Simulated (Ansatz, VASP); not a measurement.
Re: VASP beside Ansatz

```
CELL_PARAMETERS angstrom
2.81508 0.00000 0.00000
-1.40754 2.43793 0.00000
0.00000 0.00000 4.52589
ATOMIC_POSITIONS crystal
Re 0.33333 0.66667 0.25000
Re 0.66667 0.33333 0.75000
```

Alike in both runs: functional BLYP; k mesh 13 × 13 × 7; occupations fermi-dirac, width 0.1 eV; no spin polarisation.

Ansatz relaxed the structure, and its values are those at the end. VASP's run is a single point on that final structure, the one shown.

|  | VASP | Ansatz |
| --- | --- | --- |
| version | VASP 6.6.1 | Ansatz 0.2.0 |
| potentials or method | VASP PAW PBE potentials, release 64 (Re), cutoff 520 eV | plane waves (420 eV) with PAW, scalar-relativistic |
| valence electrons in the cell | 14 | 30 |

```tsv
	VASP	Ansatz	Ansatz less VASP
pressure (GPa)	1.8	0.0	-1.76
```

VASP's potentials were made for PBE, not for BLYP. VASP's potentials hold 14 valence electrons a cell and Ansatz's 30, so a difference there can come from the potentials and not from the codes.

Spin-orbit coupling is off throughout.
